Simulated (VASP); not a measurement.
Wanted: the native input for a VASP 6.6.1 run.

```yaml
Task: single point
Functional: LDA
Potentials_or_basis: VASP PAW LDA potentials, release 64 (Ga_d, N_h)
Cutoff: 1330 eV
k_mesh: 10 × 10 × 10
Occupations: gaussian, width 0.02 eV
Spin: no spin polarisation
Dipole_correction: no
Further_INCAR_settings: ALGO = Normal; EDIFF = 1e-06; NBANDS = 16
```

The structure of GaN lies in POSCAR:

```
GaN
1.0
    0.0000000000      2.2276025210      2.2276025210
    2.2276025210      0.0000000000      2.2276025210
    2.2276025210      2.2276025210      0.0000000000
Ga N
1 1
Direct
    0.0000000000      0.0000000000      0.0000000000
    0.2500000000      0.2500000000      0.2500000000
```

These files were run (other wordings do the same):

INCAR

```
PREC     = Accurate       # precision mode
ENCUT    = 1330           # plane-wave cutoff, eV
EDIFF    = 1E-6           # SCF threshold, eV
ISMEAR   = 0              # smearing method
SIGMA    = 0.02           # smearing width, eV
LREAL    = F              # projectors in reciprocal space
LASPH    = T              # aspherical terms in the spheres
NELM     = 120            # most SCF steps
ALGO     = Normal         # electronic algorithm
ISIF     = 2              # what is computed and relaxed
LWAVE    = F              # write WAVECAR
LCHARG   = T              # write CHGCAR
GGA      = CA             # functional
LELF     = T              # ELF
LVHAR    = T            
NBANDS   = 16             # bands
GGA_COMPAT= F
```

KPOINTS

```
regular mesh
0
Gamma
  10 10 10
```

Potentials or basis: VASP PAW LDA potentials, release 64 (Ga_d, N_h).

Command:

```console
$ cat potpaw_LDA.64/Ga_d/POTCAR potpaw_LDA.64/N_h/POTCAR > POTCAR
$ mpirun -np 1 vasp_std > vasp.out
```

It gave:

```
Pressure               : 1.0 GPa
Band gap on the k mesh : 1.97 eV
```

Wall time 50 s on 1 thread of Intel(R) Xeon(R) Platinum 8259CL CPU @ 2.50GHz (Skylake/Cascade Lake) (shared host), peak memory 0.25 GiB.
